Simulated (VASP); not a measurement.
# ZrSi2 (k07) (Cmcm) in VASP: single point with LDA

Aim: the single point of ZrSi2 (k07) with LDA.

Program: VASP 6.6.1. These are calculated values, not measurements. Logs are shortened: lines on timing, memory, paths and dates and some standing lists are left out, and cuts for length are marked.

## Step 1: The cell of the first run

Symmetry: Cmcm, No. 63, orthorhombic system. Conventional cell: a = 3.683 Å, b = 14.871 Å, c = 3.673 Å, α = 90.00°, β = 90.00°, γ = 90.00°. Zr (site symmetry m2m) has 10 Si at 2.72 to 2.98 Å within 3.6 Å. Within 3.2 Å of Si (site symmetry m2m) lie 2 Si at 2.39 Å and 6 Zr at 2.72 to 2.98 Å. Si (site symmetry m2m) has 4 Si at 2.60 Å and 4 Zr at 2.82 Å within 3.4 Å.

## Step 2: Single point, LDA

INCAR

```
PREC     = Accurate       # precision mode
ENCUT    = 520            # plane-wave cutoff, eV
EDIFF    = 1E-6           # SCF threshold, eV
ISMEAR   = 0              # smearing method
SIGMA    = 0.1            # smearing width, eV
LREAL    = F              # projectors in reciprocal space
LASPH    = T              # aspherical terms in the spheres
NELM     = 100            # most SCF steps
ALGO     = Normal         # electronic algorithm
ISIF     = 2              # what is computed and relaxed
LWAVE    = F              # write WAVECAR
LCHARG   = F              # write CHGCAR
NBANDS   = 29             # bands
```

KPOINTS

```
regular mesh
0
Gamma
  6 6 6
```

POSCAR

```
ZrSi2
1.0
    1.8417421100     -7.4355685300      0.0000000000
    1.8417421100      7.4355685300      0.0000000000
    0.0000000000      0.0000000000      3.6732512100
Zr Si
2 4
Direct
    0.8940881300      0.1059118700      0.2500000000
    0.1059118700      0.8940881300      0.7500000000
    0.4485385800      0.5514614200      0.7500000000
    0.5514614200      0.4485385800      0.2500000000
    0.2502490200      0.7497509800      0.2500000000
    0.7497509800      0.2502490200      0.7500000000
```

Potentials or basis: VASP PAW LDA potentials, release 64 (Zr_sv, Si).

Command:

```sh
> cat potpaw_LDA.64/Zr_sv/POTCAR potpaw_LDA.64/Si/POTCAR > POTCAR
> mpirun -np 1 vasp_std > vasp.out
```

OUTCAR:

```text
PREC = Accurate
   ENCUT = 520
   EDIFF = 1E-6
   ISMEAR = 0
   LREAL = F
   LASPH = T
   NELM = 100
   ISIF = 2

 ion  position               nearest neighbor table
   1  0.894  0.106  0.250-   3 2.72   3 2.72   3 2.72   3 2.72   5 2.82   5 2.82   6 2.82   6 2.82
                             4 2.98   4 2.98   2 3.65   2 3.65
   2  0.106  0.894  0.750-   4 2.72   4 2.72   4 2.72   4 2.72   6 2.82   6 2.82   5 2.82   5 2.82
                             3 2.98   3 2.98   1 3.65   1 3.65
   3  0.449  0.551  0.750-   4 2.39   4 2.39   1 2.72   1 2.72   1 2.72   1 2.72   2 2.98   2 2.98

   4  0.551  0.449  0.250-   3 2.39   3 2.39   2 2.72   2 2.72   2 2.72   2 2.72   1 2.98   1 2.98

   5  0.250  0.750  0.250-   6 2.60   6 2.60   6 2.60   6 2.60   1 2.82   1 2.82   2 2.82   2 2.82

   6  0.750  0.250  0.750-   5 2.60   5 2.60   5 2.60   5 2.60   2 2.82   2 2.82   1 2.82   1 2.82

  LATTYP: Found a base centered orthorhombic cell.
 ALAT       =     3.6834842200
 B/A-ratio  =     4.0372473918
 C/A-ratio  =     0.9972219210

  Lattice vectors:

 A1 = (   1.8417421100,  -7.4355685300,   0.0000000000)
 A2 = (   1.8417421100,   7.4355685300,   0.0000000000)
 A3 = (   0.0000000000,   0.0000000000,   3.6732512100)

Analysis of symmetry for initial positions (statically):
=====================================================================
 Subroutine PRICEL returns:
 Original cell was already a primitive cell.

 Routine SETGRP: Setting up the symmetry group for a
 base centered orthorhombic supercell.

 Subroutine GETGRP returns: Found  8 space group operations
 (whereof  4 operations were pure point group operations)
 out of a pool of  8 trial point group operations.

The static configuration has the point symmetry C_2h.
 The point group associated with its full space group is D_2h.

Analysis of symmetry for dynamics (positions and initial velocities):
=====================================================================
 Subroutine PRICEL returns:
 Original cell was already a primitive cell.

 Routine SETGRP: Setting up the symmetry group for a
 base centered orthorhombic supercell.

 Subroutine GETGRP returns: Found  8 space group operations
 (whereof  4 operations were pure point group operations)
 out of a pool of  8 trial point group operations.

The dynamic configuration has the point symmetry C_2h.
 The point group associated with its full space group is D_2h.

 Subroutine INISYM returns: Found  8 space group operations
 (whereof  4 operations are pure point group operations),
 and found     1 'primitive' translations

----------------------------------------------------------------------------------------

                                     Primitive cell

  volume of cell :     100.6059

  direct lattice vectors                    reciprocal lattice vectors
     1.841742110 -7.435568530  0.000000000     0.271482091 -0.067244354  0.000000000
     1.841742110  7.435568530  0.000000000     0.271482091  0.067244354  0.000000000
     0.000000000  0.000000000  3.673251210     0.000000000  0.000000000  0.272238391

  length of vectors
     7.660267186  7.660267186  3.673251210     0.279686126  0.279686126  0.272238391

  position of ions in fractional coordinates (direct lattice)
     0.894088130  0.105911870  0.250000000
     0.105911870  0.894088130  0.750000000
     0.448538580  0.551461420  0.750000000
     0.551461420  0.448538580  0.250000000
     0.250249020  0.749750980  0.250000000
     0.749750980  0.250249020  0.750000000

  ion indices of the primitive-cell ions
   primitive index   ion index
                 1           1
                 2           2
                 3           3
                 4           4
                 5           5
                 6           6

----------------------------------------------------------------------------------------

 KPOINTS: regular mesh

Automatic generation of k-mesh.
 Grid dimensions read from file:
 generate k-points for:    6    6    6

 Generating k-lattice:

  Cartesian coordinates                     Fractional coordinates (reciprocal lattice)
     0.045247015 -0.011207392  0.000000000     0.166666667 -0.000000000  0.000000000
     0.045247015  0.011207392  0.000000000    -0.000000000  0.166666667  0.000000000
     0.000000000  0.000000000  0.045373065     0.000000000  0.000000000  0.166666667

  Length of vectors
     0.046614354  0.046614354  0.045373065

  Shift w.r.t. Gamma in fractional coordinates (k-lattice)
     0.000000000  0.000000000  0.000000000

 Subroutine IBZKPT returns following result:
 ===========================================

 Found     52 irreducible k-points:

 Following reciprocal coordinates:
            Coordinates               Weight
  0.000000  0.000000  0.000000      1.000000
  0.166667 -0.000000  0.000000      4.000000
  0.333333 -0.000000  0.000000      4.000000
  0.500000  0.000000  0.000000      2.000000
  0.166667  0.166667  0.000000      2.000000
  0.333333  0.166667  0.000000      4.000000
[... 16 lines left out ...]
  0.333333  0.333333  0.166667      4.000000
  0.500000  0.333333  0.166667      8.000000
 [... further k-points ...]
   k-points           NKPTS =     52   k-points in BZ     NKDIM =     52   number of bands    NBANDS=     29
   number of dos      NEDOS =    301   number of ions     NIONS =      6
   total plane-waves  NPLWV = 100800
   dimension x,y,z NGX =    60 NGY =   60 NGZ =   28
   dimension x,y,z NGXF=   120 NGYF=  120 NGZF=   56
   ions per type =               2   4
   NGX,Y,Z   is equivalent  to a cutoff of  13.02, 13.02, 12.67 a.u.
   NGXF,Y,Z  is equivalent  to a cutoff of  26.04, 26.04, 25.34 a.u.
 SYSTEM =  unknown system
   PREC   = accura    normal or accurate (medium, high low for compatibility)
   ISTART =      0    job   : 0-new  1-cont  2-samecut
   ICHARG =      2    charge: 1-file 2-atom 10-const
   ISPIN  =      1    spin polarized calculation?
   LNONCOLLINEAR =      F non collinear calculations
   LSORBIT =      F    spin-orbit coupling
   LASPH  =      T    aspherical Exc in radial PAW
   ENCUT  =  520.0 eV  38.22 Ry    6.18 a.u.  14.24 14.24  6.83*2*pi/ulx,y,z
   NELM   =    100;   NELMIN=  2; NELMDL= -5     # of ELM steps
   EDIFF  = 0.1E-05   stopping-criterion for ELM
   LREAL  =      F    real-space projection
   EDIFFG = 0.1E-04   stopping-criterion for IOM
   NSW    =      0    number of steps for IOM
   IBRION =     -1    ionic relax: 0-MD 1-quasi-New 2-CG
   NFREE  =      0    steps in history (QN), initial steepest desc. (CG)
   ISIF   =      2    stress and relaxation
   ISYM   =      2    0-nonsym 1-usesym 2-fastsym
   POTIM  = 0.5000    time-step for ionic-motion
   TEBEG  =    0.0;   TEEND  =   0.0 temperature during run
   PSTRESS=    0.0 pullay stress
   NELECT =      40.0000    total number of electrons
   NUPDOWN=      -1.0000    fix difference up-down
   EMIN   =  10.00;   EMAX   =-10.00  energy-range for DOS
   EFERMI =   0.00;   METHOD = LEGACY
   ISMEAR =     0;   SIGMA  =   0.10  broadening in eV -4-tet -1-fermi 0-gaus
   EFERMI_NEDOS =   21; number of points for ismear=-14 and -15
   IALGO  =     38    algorithm
   IMIX   =      4    mixing-type and parameters
     AMIX     =   0.40;   BMIX     =  1.00
     AMIX_MAG =   1.60;   BMIX_MAG =  1.00
  volume/ion in A,a.u.               =      16.77       113.15
  Fermi-wavevector in a.u.,A,eV,Ry     =   1.203798  2.274848 19.716606  1.449130
  Thomas-Fermi vector in A             =   2.339541
   LORBIT       =      0    0 simple, 1 ext, 2 COOP (PROOUT), +10 PAW based schemes
   GGA     = CA    functional components
   LHFCALC =     F    Hartree Fock is set to
   AEXX    =    0.0000 exact exchange contribution
   IVDW    =     0    specifies the selected vdW correction
   LEPSILON=     F    determine dielectric tensor
   LRPA    =     F    only Hartree local field effects (RPA)
 non-spin polarized calculation
 Gauss-broadening in eV      SIGMA  =   0.10
  energy-cutoff  :      520.00
  volume of cell :      100.61
 maximum number of plane-waves:      2732
 NGX is ok and might be reduce to    60
   NGX = 29   NGY = 29   NGZ = 13

 number of electron      40.0000000 magnetization

 Free energy of the ion-electron system (eV)
  ---------------------------------------------------
  ext. energy  EPLUGINS =         0.00000000
  ---------------------------------------------------
  free energy    TOTEN  =       -46.90011338 eV

  energy without entropy =      -46.89067805  energy(sigma->0) =      -46.89539572

 E-fermi :   9.8896     XC(G=0): -11.3943

 val. band max:        9.8860694283   @ k =  -0.3333   0.3333   0.5000
 cond. band min:       9.8923569294   @ k =   0.0000   0.0000   0.5000
 fundamental gap:      0.0062875011
 Fermi energy:         9.8896420074

 k-point     1 :       0.0000    0.0000    0.0000
  band No.  band energies     occupation
      1     -38.6336      2.00000
      2     -38.6223      2.00000
      3     -17.0223      2.00000
      4     -16.8655      2.00000
      5     -16.8654      2.00000
      6     -16.8451      2.00000
[... 21 lines left out ...]
     28      12.8917      0.00000
     29      13.9044      0.00000

 k-point     2 :       0.1667   -0.0000    0.0000
  band No.  band energies     occupation
      1     -38.6311      2.00000
      2     -38.6199      2.00000
      3     -17.0125      2.00000
      4     -16.9155      2.00000
      5     -16.8905      2.00000
      6     -16.8621      2.00000
[... 21 lines left out ...]
     28      12.9540      0.00000
     29      13.7821      0.00000

 k-point     3 :       0.3333   -0.0000    0.0000
  band No.  band energies     occupation
      1     -38.6259      2.00000
      2     -38.6151      2.00000
      3     -17.0158      2.00000
      4     -16.9912      2.00000
      5     -16.9790      2.00000
      6     -16.8558      2.00000
[... 638 lines left out ...]
      5     -16.9728      2.00000
      6     -16.8796      2.00000
[... 21 lines left out ...]
     28      13.7542      0.00000
     29      13.8101      0.00000

 k-point    24 :       0.5000    0.3333    0.1667
  band No.  band energies     occupation
      1     -38.6276      2.00000
      2     -38.6184      2.00000
      3     -16.9908      2.00000
      4     -16.9087      2.00000
      5     -16.8933      2.00000
      6     -16.8853      2.00000
[... 21 lines left out ...]
     28      13.6149      0.00000
     29      13.8528      0.00000

 [... further k-points ...]

------------------------ aborting loop because EDIFF is reached ----------------------------------------

  FORCE on cell =-STRESS in cart. coord.  units (eV):
  Direction    XX          YY          ZZ          XY          YZ          ZX
  --------------------------------------------------------------------------------------
  -------------------------------------------------------------------------------------
  Total       -2.8228798     -3.5268887     -3.3667766      0.0000000      0.0000000      0.0000000
  in kB      -44.9551384    -56.1666741    -53.6168457      0.0000000      0.0000000      0.0000000
  external PRESSURE =     -51.5795527 kB  Pullay stress =       0.0000000 kB

 VOLUME and BASIS-vectors are now :
 -----------------------------------------------------------------------------
  energy-cutoff  :      520.00
  volume of cell :      100.61
      direct lattice vectors                 reciprocal lattice vectors
     1.841742110 -7.435568530  0.000000000     0.271482091 -0.067244354  0.000000000
     1.841742110  7.435568530  0.000000000     0.271482091  0.067244354  0.000000000
     0.000000000  0.000000000  3.673251210     0.000000000  0.000000000  0.272238391

 POSITION                                       TOTAL-FORCE (eV/Angst)
 -----------------------------------------------------------------------------------
      1.84174     -5.86054      0.91831         0.000000     -0.061747      0.000000
      1.84174      5.86054      2.75494         0.000000      0.061747     -0.000000
      1.84174      0.76529      2.75494         0.000000      0.160081      0.000000
      1.84174     -0.76529      0.91831         0.000000     -0.160081      0.000000
      1.84174      3.71408      0.91831         0.000000      0.030935      0.000000
      1.84174     -3.71408      2.75494         0.000000     -0.030935      0.000000
 -----------------------------------------------------------------------------------
    total drift:                                0.000000      0.000000      0.000000

  FREE ENERGIE OF THE ION-ELECTRON SYSTEM (eV)
  ---------------------------------------------------
  free  energy   TOTEN  =       -46.9001133812 eV

  energy  without entropy=      -46.8906780528  energy(sigma->0) =      -46.89539572
```

It took 87 s on 1 thread of Intel Xeon 6975P-C (Granite Rapids), shared host; peak memory 0.31 GiB.

Results:

- Free energy: -46.9001 eV
- Pressure: -5.2 GPa
- Largest force: 0.160 eV/Å
- Band gap on the k mesh: zero (band 20 reaches 10.29 eV, above the bottom of band 21 at 9.46 eV)

Forces in eV/Å, atoms in the order of the input:
```
Zr   0.000 -0.062  0.000
Zr   0.000  0.062  0.000
Si   0.000  0.160  0.000
Si   0.000 -0.160  0.000
Si   0.000  0.031  0.000
Si   0.000 -0.031  0.000
```
